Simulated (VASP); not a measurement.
# Ga8HN8 (a cell with a defect) in VASP: single point with PBE

Aim: the single point of Ga8HN8 (a cell with a defect) with PBE.

Program: VASP 6.6.1. These are calculated values, not measurements. Logs are shortened: lines on timing, memory, paths and dates and some standing lists are left out, and cuts for length are marked.

## (1) The cell of the first run

The cell holds a defect, 17 atoms: a = 6.433 Å, b = 6.433 Å, c = 6.433 Å, α = 60.00°, β = 60.00°, γ = 60.00°.

## (2) Single point, PBE, collinear spin

Contents of INCAR:

```
SYSTEM = Ga8HN8
PREC = Accurate
ENCUT = 520
EDIFF = 1E-7
ISMEAR = 0
SIGMA = 0.02
LREAL = Auto
LASPH = .TRUE.
NELM = 150
ALGO = Normal
ISIF = 2
LWAVE = .FALSE.
LCHARG = .FALSE.
ISPIN = 2
MAGMOM = 0 0 0 0 0 0 0 0 0 0 0 0 0 0 0 0 0.41
LORBIT = 11
GGA = PE
NBANDS = 90
```

Contents of KPOINTS:

```
regular mesh
0
G
  3 3 3
  0 0 0
```

Contents of POSCAR:

```
Ga8HN8
1.0
    0.0000000000      4.5484769755     -4.5484769755
    4.5484769755      4.5484769755      0.0000000000
    4.5484769755      0.0000000000     -4.5484769755
Ga N H
8 8 1
Direct
    0.0052737433     -0.0042019560      0.5025509665
    0.0068592191      0.4973886890      0.5014460911
    0.5081445971     -0.0117929585      0.5080599534
    0.5030460773      0.4962350062      0.5029614335
    0.0051597491     -0.0045843917      1.0050753306
    0.0026019699      0.4987302370      1.0025175514
    0.5026356102     -0.0042019560      1.0051891050
    0.5015307349      0.4973886890      1.0067745807
    0.1279363407      0.1232809362      0.1278519168
    0.1275968864      0.6234118619      0.1275122427
    0.6214552729      0.1240624066      0.1393486223
    0.6280519865      0.6229227971      0.1287532075
    0.1394333759      0.1240625165      0.6213707391
    0.1288378513      0.6229227971      0.6279673428
    0.6252742435      0.1226750191      0.6251898197
    0.6314111329      0.6151426104      0.6313264892
    0.8103238776      0.0986803940      0.8102372552
```

Potentials or basis: VASP PAW PBE potentials, release 64 (Ga_d, N, H).

Started as:

```bash
$ cat potpaw_PBE.64/Ga_d/POTCAR potpaw_PBE.64/N/POTCAR potpaw_PBE.64/H/POTCAR > POTCAR
$ mpirun -np 1 vasp_std > vasp.out
```

OUTCAR:

```text
SYSTEM = Ga8HN8
   PREC = Accurate
   ENCUT = 520
   EDIFF = 1E-7
   ISMEAR = 0
   LREAL = Auto
   LASPH = .TRUE.
   NELM = 150
   ISIF = 2
   ISPIN = 2
   LORBIT = 11
   GGA = PE

 ion  position               nearest neighbor table
   1  0.005  0.996  0.503-  14 1.96   9 1.97  15 2.00  13 2.00
   2  0.007  0.497  0.501-  13 1.96  10 1.96  14 1.96  16 1.97
   3  0.508  0.988  0.508-  15 1.94  13 1.94  11 1.94  16 1.96
   4  0.503  0.496  0.503-  15 1.96  12 1.97  14 1.97  16 1.97
   5  0.005  0.995  0.005-  17 1.87  10 1.95   9 1.96  11 2.02  13 2.02
   6  0.003  0.499  0.003-  12 1.97  14 1.97  10 1.97   9 1.97
   7  0.503  0.996  0.005-  12 1.96   9 1.97  15 2.00  11 2.00
   8  0.502  0.497  0.007-  11 1.96  10 1.96  12 1.96  16 1.97
   9  0.128  0.123  0.128-   5 1.96   1 1.97   7 1.97   6 1.97
  10  0.128  0.623  0.128-   5 1.95   2 1.96   8 1.96   6 1.97
  11  0.621  0.124  0.139-   3 1.94   8 1.96   7 2.00   5 2.02
  12  0.628  0.623  0.129-   7 1.96   8 1.96   4 1.97   6 1.97
  13  0.139  0.124  0.621-   3 1.94   2 1.96   1 2.00   5 2.02
  14  0.129  0.623  0.628-   1 1.96   2 1.96   4 1.97   6 1.97
  15  0.625  0.123  0.625-   3 1.94   4 1.96   7 2.00   1 2.00
  16  0.631  0.615  0.631-   3 1.96   2 1.97   8 1.97   4 1.97
  17  0.810  0.099  0.810-   5 1.87

  LATTYP: Found a face centered cubic cell.
 ALAT       =     9.0969539510

  Lattice vectors:

 A1 = (   0.0000000000,   4.5484769755,  -4.5484769755)
 A2 = (   4.5484769755,   4.5484769755,   0.0000000000)
 A3 = (   4.5484769755,   0.0000000000,  -4.5484769755)

Analysis of symmetry for initial positions (statically):
=====================================================================
 Subroutine PRICEL returns:
 Original cell was already a primitive cell.

 Routine SETGRP: Setting up the symmetry group for a
 face centered cubic supercell.

 Subroutine GETGRP returns: Found  2 space group operations
 (whereof  1 operations were pure point group operations)
 out of a pool of 48 trial point group operations.

The static configuration has the point symmetry C_1 .
 The point group associated with its full space group is C_1h.

Analysis of symmetry for dynamics (positions and initial velocities):
=====================================================================
 Subroutine PRICEL returns:
 Original cell was already a primitive cell.

 Routine SETGRP: Setting up the symmetry group for a
 face centered cubic supercell.

 Subroutine GETGRP returns: Found  2 space group operations
 (whereof  1 operations were pure point group operations)
 out of a pool of 48 trial point group operations.

The dynamic configuration has the point symmetry C_1 .
 The point group associated with its full space group is C_1h.

Analysis of structural, dynamic, and magnetic symmetry:
=====================================================================
 Subroutine PRICEL returns:
 Original cell was already a primitive cell.

 Routine SETGRP: Setting up the symmetry group for a
 face centered cubic supercell.

 Subroutine GETGRP returns: Found  2 space group operations
 (whereof  1 operations were pure point group operations)
 out of a pool of 48 trial point group operations.

The overall configuration has the point symmetry C_1 .
 The point group associated with its full space group is C_1h.

 Subroutine INISYM returns: Found  2 space group operations
 (whereof  1 operations are pure point group operations),
 and found     1 'primitive' translations

----------------------------------------------------------------------------------------

                                     Primitive cell

  volume of cell :     188.2036

  direct lattice vectors                    reciprocal lattice vectors
     0.000000000  4.548476975 -4.548476975    -0.109926906  0.109926906 -0.109926906
     4.548476975  4.548476975  0.000000000     0.109926906  0.109926906  0.109926906
     4.548476975  0.000000000 -4.548476975     0.109926906 -0.109926906 -0.109926906

  length of vectors
     6.432517827  6.432517827  6.432517827     0.190398986  0.190398986  0.190398986

  position of ions in fractional coordinates (direct lattice)
     0.005273743  0.995798044  0.502550967
     0.006859219  0.497388689  0.501446091
     0.508144597  0.988207041  0.508059953
     0.503046077  0.496235006  0.502961433
[... 77 lines left out ...]
   ions per type =               8   8   1
   NGX,Y,Z   is equivalent  to a cutoff of  12.41, 12.41, 12.41 a.u.
   NGXF,Y,Z  is equivalent  to a cutoff of  24.81, 24.81, 24.81 a.u.
 SYSTEM =  Ga8HN8
   PREC   = accura    normal or accurate (medium, high low for compatibility)
   ISTART =      0    job   : 0-new  1-cont  2-samecut
   ICHARG =      2    charge: 1-file 2-atom 10-const
   ISPIN  =      2    spin polarized calculation?
   LNONCOLLINEAR =      F non collinear calculations
   LSORBIT =      F    spin-orbit coupling
   LASPH  =      T    aspherical Exc in radial PAW
   ENCUT  =  520.0 eV  38.22 Ry    6.18 a.u.  11.96 11.96 11.96*2*pi/ulx,y,z
   NELM   =    150;   NELMIN=  2; NELMDL= -5     # of ELM steps
   EDIFF  = 0.1E-06   stopping-criterion for ELM
   LREAL  =      T    real-space projection
   EDIFFG = 0.1E-05   stopping-criterion for IOM
   NSW    =      0    number of steps for IOM
   IBRION =     -1    ionic relax: 0-MD 1-quasi-New 2-CG
   NFREE  =      0    steps in history (QN), initial steepest desc. (CG)
   ISIF   =      2    stress and relaxation
   ISYM   =      2    0-nonsym 1-usesym 2-fastsym
   POTIM  = 0.5000    time-step for ionic-motion
   TEBEG  =    0.0;   TEEND  =   0.0 temperature during run
   PSTRESS=    0.0 pullay stress
   NELECT =     145.0000    total number of electrons
   NUPDOWN=      -1.0000    fix difference up-down
   EMIN   =  10.00;   EMAX   =-10.00  energy-range for DOS
   EFERMI =   0.00;   METHOD = LEGACY
   ISMEAR =     0;   SIGMA  =   0.02  broadening in eV -4-tet -1-fermi 0-gaus
   EFERMI_NEDOS =   21; number of points for ismear=-14 and -15
   IALGO  =     38    algorithm
   IMIX   =      4    mixing-type and parameters
     AMIX     =   0.40;   BMIX     =  1.00
     AMIX_MAG =   1.60;   BMIX_MAG =  1.00
  volume/ion in A,a.u.               =      11.07        74.71
  Fermi-wavevector in a.u.,A,eV,Ry     =   1.500795  2.836092 30.645585  2.252387
  Thomas-Fermi vector in A             =   2.612249
   LORBIT       =     11    0 simple, 1 ext, 2 COOP (PROOUT), +10 PAW based schemes
   GGA     = PE    functional components
   LHFCALC =     F    Hartree Fock is set to
   AEXX    =    0.0000 exact exchange contribution
   IVDW    =     0    specifies the selected vdW correction
   LEPSILON=     F    determine dielectric tensor
   LRPA    =     F    only Hartree local field effects (RPA)
 spin polarized calculation
 Gauss-broadening in eV      SIGMA  =   0.02
  energy-cutoff  :      520.00
  volume of cell :      188.20
 maximum number of plane-waves:      5066
   NGX = 23   NGY = 23   NGZ = 23

 number of electron     145.0000020 magnetization       0.6296227

 Free energy of the ion-electron system (eV)
  ---------------------------------------------------
  ext. energy  EPLUGINS =         0.00000000
  ---------------------------------------------------
  free energy    TOTEN  =       -97.22431500 eV

  energy without entropy =      -97.22389708  energy(sigma->0) =      -97.22410604

 E-fermi :   7.2315     XC(G=0): -11.6094

 val. band max:        7.1272591077   @ k =   0.0000   0.0000   0.0000
 cond. band min:       7.2314912119   @ k =   0.3333   0.3333   0.3333
 fundamental gap:      0.1042321042
 Fermi energy:         7.2314912119

 spin component 1

 k-point     1 :       0.0000    0.0000    0.0000
  band No.  band energies     occupation
      1     -10.7746      1.00000
      2      -9.9125      1.00000
      3      -9.8659      1.00000
      4      -9.8610      1.00000
      5      -9.8469      1.00000
      6      -9.7156      1.00000
[... 859 lines left out ...]
     83      12.3542      0.00000
     84      12.4040      0.00000
 Fermi energy:         7.2314912119

 spin component 2

 k-point     1 :       0.0000    0.0000    0.0000
  band No.  band energies     occupation
      1     -10.7146      1.00000
      2      -9.8709      1.00000
      3      -9.8433      1.00000
      4      -9.8360      1.00000
      5      -9.8262      1.00000
      6      -9.6802      1.00000
[... 859 lines left out ...]
     83      12.3982      0.00000
     84      12.4319      0.00000
 [bands above 84 left out]

------------------------ aborting loop because EDIFF is reached ----------------------------------------

  FORCE on cell =-STRESS in cart. coord.  units (eV):
  Direction    XX          YY          ZZ          XY          YZ          ZX
  --------------------------------------------------------------------------------------
  -------------------------------------------------------------------------------------
  Total        4.6796265      4.6796265      4.6321713     -1.3346955     -1.0349582     -1.0349565
  in kB       39.8376559     39.8376559     39.4336701    -11.3622613     -8.8105983     -8.8105833
  external PRESSURE =      39.7029940 kB  Pullay stress =       0.0000000 kB

 VOLUME and BASIS-vectors are now :
 -----------------------------------------------------------------------------
  energy-cutoff  :      520.00
  volume of cell :      188.20
      direct lattice vectors                 reciprocal lattice vectors
     0.000000000  4.548476975 -4.548476975    -0.109926906  0.109926906 -0.109926906
     4.548476975  4.548476975  0.000000000     0.109926906  0.109926906  0.109926906
     4.548476975  0.000000000 -4.548476975     0.109926906 -0.109926906 -0.109926906

 POSITION                                       TOTAL-FORCE (eV/Angst)
 -----------------------------------------------------------------------------------
      6.81521      4.55335     -2.30983         0.044745      0.014571     -0.020848
      4.54318      2.29356     -2.31201        -0.004084      0.007369     -0.023902
      6.80574      6.80612     -4.62218         0.018106      0.018106      0.055019
      4.54482      4.54521     -4.57580         0.004893      0.004893      0.020110
      4.55071      4.55109     -0.04655         0.010902      0.010902      0.016348
      2.27991      2.28030     -0.02329         0.035595      0.035595      0.018413
[... 9 lines left out ...]
      5.66954      5.66992     -5.74353         0.006401      0.006401      0.005178
      4.13419      4.13459     -7.37108        -0.278658     -0.278658     -0.096618
 -----------------------------------------------------------------------------------
    total drift:                               -0.029838      0.031147     -0.015647

  FREE ENERGIE OF THE ION-ELECTRON SYSTEM (eV)
  ---------------------------------------------------
  free  energy   TOTEN  =       -97.2243149976 eV

  energy  without entropy=      -97.2238970793  energy(sigma->0) =      -97.22410604

 total charge

# of ion       s       p       d       tot
------------------------------------------
    1        0.779   0.858  10.164  11.801
    2        0.786   0.870  10.165  11.821
    3        0.812   0.900  10.179  11.890
    4        0.786   0.868  10.164  11.818
    5        0.779   0.862  10.166  11.807
    6        0.786   0.863  10.162  11.811
[... 9 lines left out ...]
   16        1.227   2.495   0.000   3.723
   17        0.478   0.020   0.000   0.499
--------------------------------------------------
tot         16.660  26.861  81.329 124.849

 magnetization (x)

# of ion       s       p       d       tot
------------------------------------------
    1       -0.001  -0.002   0.006   0.003
    2       -0.001   0.000   0.001   0.000
    3        0.015   0.032   0.005   0.052
    4       -0.000   0.000   0.001   0.001
    5       -0.002  -0.002   0.008   0.004
    6       -0.000   0.000   0.000   0.001
[... 9 lines left out ...]
   16       -0.000   0.002   0.000   0.002
   17        0.148   0.001   0.000   0.150
--------------------------------------------------
tot          0.197   0.215   0.027   0.439
```

Wall time 21 min (1 thread of Oxide Virtual Turin-like, shared host); peak memory 0.5 GiB.

Results:

```yaml
Free_energy: -97.2243 eV
Pressure: 4.0 GPa
Largest_force: 0.406 eV/Å
Net_moment: 0.63 μB per cell
Site_moments: Ga +0.00, +0.05 (each value once); N -0.00, +0.00, +0.08, +0.06 (each value once); H +0.15 μB
Valence_electrons_inside_the_program's_atomic_spheres: Ga 11.80, 11.82, 11.89, 11.81 (each value once); N 3.72, 3.73, 3.71 (each value once); H 0.50
```

Forces on the atoms (eV/Å):
```
Ga   0.045  0.015 -0.021
Ga  -0.004  0.007 -0.024
Ga   0.018  0.018  0.055
Ga   0.005  0.005  0.020
Ga   0.011  0.011  0.016
Ga   0.036  0.036  0.018
Ga   0.015  0.045 -0.021
Ga   0.007 -0.004 -0.024
N    0.020  0.020 -0.001
N    0.018  0.018 -0.004
N    0.039  0.018  0.000
N    0.017  0.025  0.008
N    0.018  0.039  0.000
N    0.025  0.017  0.008
N    0.003  0.003  0.060
N    0.006  0.006  0.005
H   -0.279 -0.279 -0.097
```

Stress tensor (GPa, compression positive):
```
 3.98 -1.14 -0.88
-1.14  3.98 -0.88
-0.88 -0.88  3.94
```

Caveat: the k points lie up to 0.40 Å⁻¹ apart.
